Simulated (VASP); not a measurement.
# SrO (R3m) in VASP: relaxation of cell and atoms with PBEsol

Aim: the relaxation of cell and atoms of SrO with PBEsol.

Program: VASP 6.6.1. These are calculated values, not measurements. Logs are shortened: lines on timing, memory, paths and dates and some standing lists are left out, and cuts for length are marked.

## (1) The cell of the first run

The structure is trigonal, space group R3m (No. 160). The conventional cell has a = 4.235 Å, b = 4.235 Å, c = 7.664 Å, α = 90.00°, β = 90.00°, γ = 120.00°. Within 2.6 Å of Sr (site symmetry 3m) lie 4 O at 1.92 to 2.53 Å. O (site symmetry 3m) has 4 Sr at 1.92 to 2.53 Å within 2.6 Å.

## (2) Relaxation of cell and atoms, PBEsol

File INCAR:

```
SYSTEM = SrO
PREC = Accurate
ENCUT = 600
EDIFF = 1E-6
ISMEAR = 0
SIGMA = 0.02
LREAL = .FALSE.
LASPH = .TRUE.
NELM = 60
ALGO = Normal
ISIF = 3
LWAVE = .FALSE.
LCHARG = .FALSE.
GGA = PS
IBRION = 2
NSW = 65
EDIFFG = -0.01
```

File KPOINTS:

```
regular mesh
0
G
  9 9 3
  0 0 0
```

File POSCAR:

```
SrO
1.0
    4.2354042988      0.0000000000      0.0000000000
   -2.1177021494      3.6679677180      0.0000000000
    0.0000000000      0.0000000000      7.6643554311
Sr O
3 3
Direct
    0.0000000000      0.0000000000      0.0000000000
    0.3333333333      0.6666666667      0.3333333333
    0.6666666667      0.3333333333      0.6666666667
    0.0000000000      0.0000000000      0.2500000000
    0.3333333333      0.6666666667      0.5833333333
    0.6666666667      0.3333333333      0.9166666667
```

Potentials or basis: VASP PAW PBE potentials, release 64 (Sr_sv, O).

Command:

```
> cat potpaw_PBE.64/Sr_sv/POTCAR potpaw_PBE.64/O/POTCAR > POTCAR
> mpirun -np 1 vasp_std > vasp.out
```

OUTCAR:

```text
SYSTEM = SrO
   PREC = Accurate
   ENCUT = 600
   EDIFF = 1E-6
   ISMEAR = 0
   LREAL = .FALSE.
   LASPH = .TRUE.
   NELM = 60
   ISIF = 3
   GGA = PS
   IBRION = 2
   NSW = 65
   EDIFFG = -0.01

 ion  position               nearest neighbor table
   1  0.000  0.000  0.000-   4 1.92   6 2.53   6 2.53   6 2.53   3 3.54   2 3.54   3 3.54   2 3.54
                             3 3.54   2 3.54
   2  0.333  0.667  0.333-   5 1.92   4 2.53   4 2.53   4 2.53   1 3.54   1 3.54   1 3.54   3 3.54
                             3 3.54   3 3.54
   3  0.667  0.333  0.667-   6 1.92   5 2.53   5 2.53   5 2.53   1 3.54   1 3.54   1 3.54   2 3.54
                             2 3.54   2 3.54
   4  0.000  0.000  0.250-   1 1.92   2 2.53   2 2.53   2 2.53
   5  0.333  0.667  0.583-   2 1.92   3 2.53   3 2.53   3 2.53
   6  0.667  0.333  0.917-   3 1.92   1 2.53   1 2.53   1 2.53

  LATTYP: Found a hexagonal cell.
 ALAT       =     4.2354042988
 C/A-ratio  =     1.8095924003

  Lattice vectors:

 A1 = (   4.2354042988,   0.0000000000,   0.0000000000)
 A2 = (  -2.1177021494,   3.6679677180,   0.0000000000)
 A3 = (   0.0000000000,   0.0000000000,   7.6643554311)

Analysis of symmetry for initial positions (statically):
=====================================================================
 Subroutine PRICEL returns following result:

  LATTYP: Found a trigonal (rhomboedric) cell.
 ALAT       =     3.5364497720
 COS(alpha) =     0.2828256275

  Lattice vectors:

 A1 = (   2.1177021490,   1.2226559062,  -2.5547851442)
 A2 = (   0.0000000002,  -2.4453118121,  -2.5547851434)
 A3 = (  -2.1177021492,   1.2226559059,  -2.5547851434)

   3 primitive cells build up your supercell.

 Routine SETGRP: Setting up the symmetry group for a
 hexagonal supercell.

 Subroutine GETGRP returns: Found  6 space group operations
 (whereof  6 operations were pure point group operations)
 out of a pool of 24 trial point group operations.

The static configuration has the point symmetry C_3v.

Analysis of symmetry for dynamics (positions and initial velocities):
=====================================================================
 Subroutine PRICEL returns following result:

  LATTYP: Found a trigonal (rhomboedric) cell.
 ALAT       =     3.5364497720
 COS(alpha) =     0.2828256275

  Lattice vectors:

 A1 = (   2.1177021490,   1.2226559062,  -2.5547851442)
 A2 = (   0.0000000002,  -2.4453118121,  -2.5547851434)
 A3 = (  -2.1177021492,   1.2226559059,  -2.5547851434)
[... 102 lines left out ...]
   ISTART =      0    job   : 0-new  1-cont  2-samecut
   ICHARG =      2    charge: 1-file 2-atom 10-const
   ISPIN  =      1    spin polarized calculation?
   LNONCOLLINEAR =      F non collinear calculations
   LSORBIT =      F    spin-orbit coupling
   LASPH  =      T    aspherical Exc in radial PAW
   ENCUT  =  600.0 eV  44.10 Ry    6.64 a.u.   8.46  8.46 15.31*2*pi/ulx,y,z
   NELM   =     60;   NELMIN=  2; NELMDL= -5     # of ELM steps
   EDIFF  = 0.1E-05   stopping-criterion for ELM
   LREAL  =      F    real-space projection
   EDIFFG = -.1E-01   stopping-criterion for IOM
   NSW    =     65    number of steps for IOM
   IBRION =      2    ionic relax: 0-MD 1-quasi-New 2-CG
   NFREE  =      1    steps in history (QN), initial steepest desc. (CG)
   ISIF   =      3    stress and relaxation
   ISYM   =      2    0-nonsym 1-usesym 2-fastsym
   POTIM  = 0.5000    time-step for ionic-motion
   TEBEG  =    0.0;   TEEND  =   0.0 temperature during run
   PSTRESS=    0.0 pullay stress
   NELECT =      48.0000    total number of electrons
   NUPDOWN=      -1.0000    fix difference up-down
   EMIN   =  10.00;   EMAX   =-10.00  energy-range for DOS
   EFERMI =   0.00;   METHOD = LEGACY
   ISMEAR =     0;   SIGMA  =   0.02  broadening in eV -4-tet -1-fermi 0-gaus
   EFERMI_NEDOS =   21; number of points for ismear=-14 and -15
   IALGO  =     38    algorithm
   IMIX   =      4    mixing-type and parameters
     AMIX     =   0.40;   BMIX     =  1.00
     AMIX_MAG =   1.60;   BMIX_MAG =  1.00
  volume/ion in A,a.u.               =      19.84       133.92
  Fermi-wavevector in a.u.,A,eV,Ry     =   1.209363  2.285364 19.899312  1.462558
  Thomas-Fermi vector in A             =   2.344942
   LORBIT       =      0    0 simple, 1 ext, 2 COOP (PROOUT), +10 PAW based schemes
   GGA     = PS    functional components
   LHFCALC =     F    Hartree Fock is set to
   AEXX    =    0.0000 exact exchange contribution
   IVDW    =     0    specifies the selected vdW correction
   LEPSILON=     F    determine dielectric tensor
   LRPA    =     F    only Hartree local field effects (RPA)
 conjugate gradient relaxation of ions
 non-spin polarized calculation
 Gauss-broadening in eV      SIGMA  =   0.02
  energy-cutoff  :      600.00
  volume of cell :      119.07
 maximum number of plane-waves:      4003
 NGX is ok and might be reduce to    36
   NGX = 17   NGY = 17   NGZ = 31

--------------------------------------- Ionic step        1  -------------------------------------------

 number of electron      48.0000007 magnetization

 Free energy of the ion-electron system (eV)
  ---------------------------------------------------
  ext. energy  EPLUGINS =         0.00000000
  ---------------------------------------------------
  free energy    TOTEN  =       -33.30754041 eV

  energy without entropy =      -33.30754041  energy(sigma->0) =      -33.30754041

------------------------ aborting loop because EDIFF is reached ----------------------------------------

  FORCE on cell =-STRESS in cart. coord.  units (eV):
  Direction    XX          YY          ZZ          XY          YZ          ZX
  --------------------------------------------------------------------------------------
  -------------------------------------------------------------------------------------
  Total       -1.2389491     -1.2389491     36.5019998      0.0000000      0.0000000     -0.0000000
  in kB      -16.6712456    -16.6712456    491.1693136      0.0000000      0.0000000     -0.0000000
  external PRESSURE =     152.6089408 kB  Pullay stress =       0.0000000 kB
[... 1608 lines left out ...]
     27       5.5582      0.00000
     28       6.0815      0.00000

 [... further k-points ...]

[... ionic steps 4 to 16 ...]

--------------------------------------- Ionic step       17  -------------------------------------------

 number of electron      48.0000006 magnetization

------------------------ aborting loop because EDIFF is reached ----------------------------------------
[... 75 lines left out ...]
--------------------------------------- Ionic step       19  -------------------------------------------

 number of electron      48.0000006 magnetization

 Free energy of the ion-electron system (eV)
  ---------------------------------------------------
  ext. energy  EPLUGINS =         0.00000000
  ---------------------------------------------------
  free energy    TOTEN  =       -36.78645997 eV

  energy without entropy =      -36.78645997  energy(sigma->0) =      -36.78645997

 E-fermi :   0.2914     XC(G=0):  -8.9471

 val. band max:        0.1953885908   @ k =   0.3333   0.2222   0.3333
 cond. band min:       2.6689212442   @ k =   0.0000   0.0000   0.0000
 fundamental gap:      2.4735326534
 Fermi energy:         0.2913748369
[... 777 lines left out ...]
  FREE ENERGIE OF THE ION-ELECTRON SYSTEM (eV)
  ---------------------------------------------------
  free  energy   TOTEN  =       -36.7864599656 eV

  energy  without entropy=      -36.7864599656  energy(sigma->0) =      -36.78645997

 reached required accuracy - stopping structural energy minimisation
```

Wall time 19 min (1 thread of Intel Xeon 6975P-C (Granite Rapids), shared host); peak memory 0.35 GiB.

Results:

| Item | Value |
| --- | --- |
| Free energy | -36.7865 eV |
| Relaxed volume | 21.30 Å³/atom |
| Relaxed cell | a = 3.937 Å, b = 3.937 Å, c = 9.518 Å, α = 90.00°, β = 90.00°, γ = 120.00° |
| Space group after relaxing (to 0.1 Å) | F-43m (No. 216) |
| Energy gained by relaxing | 579.8 meV/atom |
| Ionic steps | 19 |
| Pressure after relaxing | 0.0 GPa |
| Band gap on the k mesh | 2.47 eV |

Step by step:
```tsv
step	energy change (eV)	largest force (eV/Å)	pressure (GPa)	volume (Å³)
1	0.0000	5.9677	15.26	119.07
2	-1.8250	0.4006	-6.32	150.96
3	-2.0309	0.4915	-6.25	147.78
4	-2.2334	0.5670	-6.19	144.82
5	-2.9992	0.3849	-4.22	132.06
6	-2.8396	0.7256	0.05	125.59
7	-3.0247	0.2529	-3.62	130.61
8	-3.0297	0.1361	-3.14	129.70
9	-3.0297	0.1648	-3.26	129.91
10	-3.1838	0.2546	0.38	123.28
11	-3.1865	0.2738	1.01	122.36
12	-3.2278	0.3065	0.81	123.37
13	-3.3387	0.3582	0.10	126.32
14	-3.4298	0.2515	-1.99	131.79
15	-3.4316	0.3038	-1.26	130.20
16	-3.4688	0.1578	-0.55	128.81
17	-3.4788	0.0161	0.03	127.71
18	-3.4788	0.0089	0.05	127.66
19	-3.4789	0.0015	0.00	127.78
```

Final structure:
```yaml
crystal:
  lattice:
    - [3.93739, 0.00000, 0.00000]
    - [-1.96870, 3.40988, 0.00000]
    - [0.00000, 0.00000, 9.51755]
  atoms:
    - { symbol: Sr, position: [0.00000, 0.00000, 0.99921] }
    - { symbol: Sr, position: [0.33333, 0.66667, 0.33254] }
    - { symbol: Sr, position: [0.66667, 0.33333, 0.66587] }
    - { symbol: O, position: [0.00000, 0.00000, 0.25079] }
    - { symbol: O, position: [0.33333, 0.66667, 0.58413] }
    - { symbol: O, position: [0.66667, 0.33333, 0.91746] }
```

Caveat: a cell axis changed by over 15 % at a fixed basis, so the end point is rough; the PAW data sets were made with another functional, which shifts forces and pressure a little. A k mesh can miss the band edges.
